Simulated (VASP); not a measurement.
# Li3Cu2P3 (Pm-3m) in VASP: further runs

The runs below take Li3Cu2P3 through single point, relaxation of cell and atoms, with PBE.

Everything below comes from runs of VASP 6.6.1. Logs are shortened: lines on timing, memory, paths and dates and some standing lists are left out, and cuts for length are marked.

## 1. The cell of the first run

Symmetry: Pm-3m, No. 221, cubic system. The conventional cell has a = 4.946 Å, b = 4.946 Å, c = 4.946 Å, α = 90.00°, β = 90.00°, γ = 90.00°. Within 3.3 Å of Li (site symmetry 4/mmm) lie 2 Cu at 2.47 Å and 4 P at 2.47 Å. Within 3.3 Å of Cu (site symmetry m-3m) lie 6 Li at 2.47 Å. Cu (site symmetry m-3m) has 6 P at 2.47 Å within 3.3 Å. P (site symmetry 4/mmm) has 4 Li at 2.47 Å and 2 Cu at 2.47 Å within 3.3 Å.

## 2. Single point, PBE

Input file INCAR:

```
SYSTEM = Li3Cu2P3
PREC = Accurate ; ENCUT = 520
EDIFF = 1E-6 ; ISMEAR = 0
SIGMA = 0.1 ; LREAL = .FALSE.
LASPH = .TRUE. ; NELM = 100
ALGO = Normal ; ISIF = 2
LWAVE = .FALSE. ; LCHARG = .FALSE.
GGA = PE ; NBANDS = 33
```

Input file KPOINTS:

```
regular mesh
0
G
  8 8 8
  0 0 0
```

Input file POSCAR:

```
Li3Cu2P3
1.0
    4.9459282363      0.0000000000      0.0000000000
    0.0000000000      4.9459282363      0.0000000000
    0.0000000000      0.0000000000      4.9459282363
Li Cu P
3 2 3
Direct
    0.5000000000      0.0000000000      0.0000000000
    0.0000000000      0.5000000000      0.0000000000
    0.0000000000      0.0000000000      0.5000000000
    0.0000000000      0.0000000000      0.0000000000
    0.5000000000      0.5000000000      0.5000000000
    0.0000000000      0.5000000000      0.5000000000
    0.5000000000      0.0000000000      0.5000000000
    0.5000000000      0.5000000000      0.0000000000
```

Potentials or basis: VASP PAW PBE potentials, release 64 (Li_sv, Cu, P).

Run with:

```console
$ cat potpaw_PBE.64/Li_sv/POTCAR potpaw_PBE.64/Cu/POTCAR potpaw_PBE.64/P/POTCAR > POTCAR
$ mpirun -np 1 vasp_std > vasp.out
```

OUTCAR:

```text
SYSTEM = Li3Cu2P3
   PREC = Accurate
   ENCUT = 520
   EDIFF = 1E-6
   ISMEAR = 0
   LREAL = .FALSE.
   LASPH = .TRUE.
   NELM = 100
   ISIF = 2
   GGA = PE

 ion  position               nearest neighbor table
   1  0.500  0.000  0.000-   4 2.47   7 2.47   8 2.47   7 2.47   8 2.47   4 2.47
   2  0.000  0.500  0.000-   4 2.47   6 2.47   8 2.47   6 2.47   4 2.47   8 2.47
   3  0.000  0.000  0.500-   4 2.47   6 2.47   7 2.47   4 2.47   6 2.47   7 2.47
   4  0.000  0.000  0.000-   1 2.47   2 2.47   3 2.47   3 2.47   2 2.47   1 2.47
   5  0.500  0.500  0.500-   6 2.47   7 2.47   8 2.47   8 2.47   7 2.47   6 2.47
   6  0.000  0.500  0.500-   2 2.47   3 2.47   5 2.47   2 2.47   3 2.47   5 2.47
   7  0.500  0.000  0.500-   1 2.47   3 2.47   5 2.47   1 2.47   5 2.47   3 2.47
   8  0.500  0.500  0.000-   1 2.47   2 2.47   5 2.47   5 2.47   1 2.47   2 2.47

  LATTYP: Found a simple cubic cell.
 ALAT       =     4.9459282363

  Lattice vectors:

 A1 = (   4.9459282363,   0.0000000000,   0.0000000000)
 A2 = (   0.0000000000,   4.9459282363,   0.0000000000)
 A3 = (   0.0000000000,   0.0000000000,   4.9459282363)

Analysis of symmetry for initial positions (statically):
=====================================================================
 Subroutine PRICEL returns:
 Original cell was already a primitive cell.

 Routine SETGRP: Setting up the symmetry group for a
 simple cubic supercell.

 Subroutine GETGRP returns: Found 48 space group operations
 (whereof 48 operations were pure point group operations)
 out of a pool of 48 trial point group operations.

The static configuration has the point symmetry O_h .

Analysis of symmetry for dynamics (positions and initial velocities):
=====================================================================
 Subroutine PRICEL returns:
 Original cell was already a primitive cell.

 Routine SETGRP: Setting up the symmetry group for a
 simple cubic supercell.

 Subroutine GETGRP returns: Found 48 space group operations
 (whereof 48 operations were pure point group operations)
 out of a pool of 48 trial point group operations.

The dynamic configuration has the point symmetry O_h .

 Subroutine INISYM returns: Found 48 space group operations
 (whereof 48 operations are pure point group operations),
 and found     1 'primitive' translations

----------------------------------------------------------------------------------------

                                     Primitive cell

  volume of cell :     120.9883

[... 107 lines left out ...]
   ISYM   =      2    0-nonsym 1-usesym 2-fastsym
   POTIM  = 0.5000    time-step for ionic-motion
   TEBEG  =    0.0;   TEEND  =   0.0 temperature during run
   PSTRESS=    0.0 pullay stress
   NELECT =      46.0000    total number of electrons
   NUPDOWN=      -1.0000    fix difference up-down
   EMIN   =  10.00;   EMAX   =-10.00  energy-range for DOS
   EFERMI =   0.00;   METHOD = LEGACY
   ISMEAR =     0;   SIGMA  =   0.10  broadening in eV -4-tet -1-fermi 0-gaus
   EFERMI_NEDOS =   21; number of points for ismear=-14 and -15
   IALGO  =     38    algorithm
   IMIX   =      4    mixing-type and parameters
     AMIX     =   0.40;   BMIX     =  1.00
     AMIX_MAG =   1.60;   BMIX_MAG =  1.00
  volume/ion in A,a.u.               =      15.12       102.06
  Fermi-wavevector in a.u.,A,eV,Ry     =   1.185986  2.241189 19.137455  1.406563
  Thomas-Fermi vector in A             =   2.322168
   LORBIT       =      0    0 simple, 1 ext, 2 COOP (PROOUT), +10 PAW based schemes
   GGA     = PE    functional components
   LHFCALC =     F    Hartree Fock is set to
   AEXX    =    0.0000 exact exchange contribution
   IVDW    =     0    specifies the selected vdW correction
   LEPSILON=     F    determine dielectric tensor
   LRPA    =     F    only Hartree local field effects (RPA)
 non-spin polarized calculation
 Gauss-broadening in eV      SIGMA  =   0.10
  energy-cutoff  :      520.00
  volume of cell :      120.99
 maximum number of plane-waves:      3294
 NGX is ok and might be reduce to    40
   NGX = 19   NGY = 19   NGZ = 19

 number of electron      46.0000058 magnetization

 Free energy of the ion-electron system (eV)
  ---------------------------------------------------
  ext. energy  EPLUGINS =         0.00000000
  ---------------------------------------------------
  free energy    TOTEN  =       -27.32225906 eV

  energy without entropy =      -27.29184542  energy(sigma->0) =      -27.30705224

 E-fermi :   4.5031     XC(G=0):  -9.9748

 val. band max:        4.4941163161   @ k =   0.2500   0.1250   0.0000
 cond. band min:       4.5116857607   @ k =   0.3750   0.2500   0.0000
 fundamental gap:      0.0175694446
 Fermi energy:         4.5030525354

 k-point     1 :       0.0000    0.0000    0.0000
  band No.  band energies     occupation
      1     -40.6155      2.00000
      2     -40.6103      2.00000
      3     -40.6103      2.00000
      4      -6.8649      2.00000
      5      -4.3585      2.00000
      6      -4.3585      2.00000
[... 853 lines left out ...]
     32      11.3414      0.00000
     33      11.9792      0.00000

 [... further k-points ...]

------------------------ aborting loop because EDIFF is reached ----------------------------------------

  FORCE on cell =-STRESS in cart. coord.  units (eV):
  Direction    XX          YY          ZZ          XY          YZ          ZX
  --------------------------------------------------------------------------------------
  -------------------------------------------------------------------------------------
  Total       -0.0074487     -0.0074487     -0.0074487      0.0000000     -0.0000000      0.0000000
  in kB       -0.0986386     -0.0986386     -0.0986386      0.0000000     -0.0000000      0.0000000
  external PRESSURE =      -0.0986386 kB  Pullay stress =       0.0000000 kB

 VOLUME and BASIS-vectors are now :
 -----------------------------------------------------------------------------
  energy-cutoff  :      520.00
  volume of cell :      120.99
      direct lattice vectors                 reciprocal lattice vectors
     4.945928236  0.000000000  0.000000000     0.202186516  0.000000000  0.000000000
     0.000000000  4.945928236  0.000000000     0.000000000  0.202186516  0.000000000
     0.000000000  0.000000000  4.945928236     0.000000000  0.000000000  0.202186516

 POSITION                                       TOTAL-FORCE (eV/Angst)
 -----------------------------------------------------------------------------------
      2.47296      0.00000      0.00000         0.000000      0.000000      0.000000
      0.00000      2.47296      0.00000         0.000000      0.000000      0.000000
      0.00000      0.00000      2.47296         0.000000      0.000000      0.000000
      0.00000      0.00000      0.00000         0.000000      0.000000      0.000000
      2.47296      2.47296      2.47296         0.000000      0.000000      0.000000
      0.00000      2.47296      2.47296         0.000000      0.000000      0.000000
      2.47296      0.00000      2.47296         0.000000      0.000000      0.000000
      2.47296      2.47296      0.00000         0.000000      0.000000      0.000000
 -----------------------------------------------------------------------------------
    total drift:                               -0.000000      0.000000     -0.000000

  FREE ENERGIE OF THE ION-ELECTRON SYSTEM (eV)
  ---------------------------------------------------
  free  energy   TOTEN  =       -27.3222590628 eV

  energy  without entropy=      -27.2918454243  energy(sigma->0) =      -27.30705224
```

OSZICAR:

```text
N       E                     dE             d eps       ncg     rms          rms(c)
DAV:   1     0.346366710932E+03    0.34637E+03   -0.19104E+04  2310   0.158E+03
DAV:   2     0.119263226791E+02   -0.33444E+03   -0.31898E+03  2313   0.379E+02
DAV:   3    -0.292766256136E+02   -0.41203E+02   -0.37303E+02  3553   0.121E+02
[... 16 lines left out ...]
DAV:  20    -0.273222592090E+02    0.24552E-03   -0.75069E-04  3738   0.484E-01    0.959E-02
DAV:  21    -0.273223361127E+02   -0.76904E-04   -0.12192E-04  3748   0.319E-01    0.104E-01
DAV:  22    -0.273222552878E+02    0.80825E-04   -0.23285E-04  2967   0.537E-01    0.861E-03
DAV:  23    -0.273222661926E+02   -0.10905E-04   -0.82529E-05  3753   0.949E-02    0.251E-02
DAV:  24    -0.273222597731E+02    0.64195E-05   -0.10311E-05  3532   0.937E-02    0.127E-02
DAV:  25    -0.273222590628E+02    0.71030E-06   -0.32349E-06  2165   0.318E-02
   1 F= -.27322259E+02 E0= -.27307052E+02  d E =-.304136E-01
```

stdout:

```text
POSCAR found type information on POSCAR LiCuP
 POSCAR found :  3 types and       8 ions
 scaLAPACK will be used
 LDA part: xc-table for (Slater+PW92), standard interpolation
 POSCAR, INCAR and KPOINTS ok, starting setup
 FFT: planning ... GRIDC
 FFT: planning ... GRID_SOFT
 FFT: planning ... GRID
 WAVECAR not read
 entering main loop
```

Run time: 2.9 min. Hardware: 1 thread of Intel Xeon Platinum 8488C (Sapphire Rapids), shared host; peak memory 0.3 GiB.

Results:

```
Free energy            : -27.3223 eV
Band gap on the k mesh : zero (band 23 reaches 5.68 eV, above the bottom of band 24 at 4.13 eV)
```

Caveat: the cutoff is under 1.25 times the usual one of these potentials, so pressure, stress and relaxed cells hold a basis-set (Pulay) error.

## 3. Relaxation of cell and atoms, PBE

This run uses another cell than the first one, of 15.06 Å³/atom, 0.996 times its volume.

Input file INCAR:

```
SYSTEM = Li3Cu2P3
  ALGO = Normal
  EDIFF = 1E-6
  EDIFFG = -0.01
  ENCUT = 600
  GGA = PE
  IBRION = 2
  ISIF = 3
  ISMEAR = 0
  LASPH = .True.
  LCHARG = .False.
  LREAL = .False.
  LWAVE = .False.
  NELM = 100
  NSW = 100
  PREC = Accurate
  SIGMA = 0.1
```

Input file KPOINTS:

```
k-points
0
Gamma
  8 8 8
  0 0 0
```

Changes to POSCAR since step 2:

```diff
@@ -2,5 +2,5 @@
 1.0
-    4.9459282363      0.0000000000      0.0000000000
-    0.0000000000      4.9459282363      0.0000000000
-    0.0000000000      0.0000000000      4.9459282363
+    4.9391135790      0.0000000000      0.0000000000
+    0.0000000000      4.9391135790      0.0000000000
+    0.0000000000      0.0000000000      4.9391135790
 Li Cu P
```

Potentials or basis: VASP PAW PBE potentials, release 64 (Li_sv, Cu, P).

Run with:

```console
$ cat potpaw_PBE.64/Li_sv/POTCAR potpaw_PBE.64/Cu/POTCAR potpaw_PBE.64/P/POTCAR > POTCAR
$ mpirun -np 1 vasp_std > vasp.out
```

Run time: 3.6 min. Hardware: 1 thread of Intel Xeon Platinum 8488C (Sapphire Rapids), shared host; peak memory 0.32 GiB.

It converged, with:

```yaml
Free_energy: -27.3227 eV
Relaxed_volume: 15.12 Å³/atom
Relaxed_cell: a = 4.945 Å, b = 4.945 Å, c = 4.945 Å, α = 90.00°, β = 90.00°, γ = 90.00°
Space_group_after_relaxing_to_0.05_Å: Pm-3m (No. 221)
Energy_gained_by_relaxing: 0.0 meV/atom
Ionic_steps: 2
Pressure_after_relaxing: 0.1 GPa
Band_gap_on_the_k_mesh: zero (band 23 reaches 5.68 eV, above the bottom of band 24 at 4.13 eV)
```

Step by step:
```
step  energy change (eV)  largest force (eV/Å)  pressure (GPa)  volume (Å³)
   1              0.0000                0.0000            0.27       120.49
   2             -0.0004                0.0000            0.09       120.93
```

Final structure:
```yaml
crystal:
  lattice:
    - [4.94520, 0.00000, 0.00000]
    - [0.00000, 4.94520, 0.00000]
    - [0.00000, 0.00000, 4.94520]
  atoms:
    - { symbol: Li, position: [0.50000, 0.00000, 0.00000] }
    - { symbol: Li, position: [0.00000, 0.50000, 0.00000] }
    - { symbol: Li, position: [0.00000, 0.00000, 0.50000] }
    - { symbol: Cu, position: [0.00000, 0.00000, 0.00000] }
    - { symbol: Cu, position: [0.50000, 0.50000, 0.50000] }
    - { symbol: P, position: [0.00000, 0.50000, 0.50000] }
    - { symbol: P, position: [0.50000, 0.00000, 0.50000] }
    - { symbol: P, position: [0.50000, 0.50000, 0.00000] }
```

Levels at points of the mesh, in eV from the Fermi level:
```tsv
k point	band 19	band 20	band 21	band 22	band 23	band 24	band 25	band 26	band 27	band 28
(0.00, 0.00, 0.00)	-2.00	-1.42	-0.94	-0.94	-0.94	0.12	0.12	0.12	2.63	5.16
(0.50, 0.00, 0.00)	-1.82	-1.55	-1.55	-1.04	-0.55	0.09	0.09	1.39	3.06	3.61
(0.50, 0.50, 0.00)	-1.89	-1.50	-1.50	-0.83	-0.83	0.65	1.17	1.83	2.18	4.84
(0.50, 0.50, 0.50)	-1.95	-1.95	-1.95	1.17	1.17	1.17	2.36	2.36	5.67	5.67
```

Caveat: the cutoff is under 1.25 times the usual one of these potentials, so pressure, stress and relaxed cells hold a basis-set (Pulay) error.
